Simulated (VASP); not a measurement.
MnO: single point with PBE

MnO:

```
Mn O
1.0
     0.00000    2.22200    2.22200
     2.22200    0.00000    2.22200
     2.22200    2.22200    0.00000
Mn O
1 1
Cartesian
  0.0000 0.0000 0.0000
  2.2220 2.2220 2.2220
```

```json
{
  "Program": "VASP 6.6.1",
  "Task": "single point",
  "Functional": "PBE",
  "Potentials or basis": "VASP PAW PBE potentials, release 64 (Mn_pv, O)",
  "Cutoff": "520 eV",
  "k mesh": "18 × 18 × 18",
  "Occupations": "gaussian, width 0.15 eV",
  "Spin": "collinear spin, ferromagnetic start",
  "Starting moments": "[4.46, 0.26] μB"
}
```

```yaml
Pressure: 0.0 GPa
Net_moment: 4.76 μB per cell
Site_moments: Mn +4.32; O +0.20 μB
Valence_electrons_inside_the_program's_atomic_spheres: Mn 11.36; O 4.98
```

Levels at points of the mesh, in eV from the Fermi level:
Spin up:
| k point | band 10 | band 11 | band 12 | band 13 | band 14 | band 15 |
| --- | --- | --- | --- | --- | --- | --- |
| (0.00, 0.00, 0.00) | -3.22 | -2.69 | -2.69 | -0.52 | 13.98 | 16.34 |
| (0.50, 0.00, 0.00) | -1.89 | 0.20 | 0.20 | 3.48 | 7.74 | 11.89 |
| (0.50, 0.50, 0.00) | -2.05 | -2.05 | -1.92 | 5.03 | 7.82 | 10.41 |
Spin down:
```csv
k point,band 5,band 6,band 7,band 8,band 9,band 10
"(0.00, 0.00, 0.00)",-3.38,-3.38,-3.38,0.73,0.73,0.73
"(0.50, 0.00, 0.00)",-7.39,-4.86,-4.86,1.92,1.96,1.96
"(0.50, 0.50, 0.00)",-6.44,-4.35,-4.35,-0.85,1.94,2.15
```

Run time: 71 s on 1 thread of Intel(R) Xeon(R) 6975P-C (Granite Rapids), on a shared host, peak memory 0.24 GiB.

Caveat: a cell with one magnetic atom can't hold antiferromagnetic order, which such compounds often take; semilocal functionals often make such compounds metallic where correlation or magnetic order opens a gap, which also shifts bond lengths. With open d or f shells a metallic result of PBE can be an artefact of self-interaction; +U or a hybrid may open a gap.
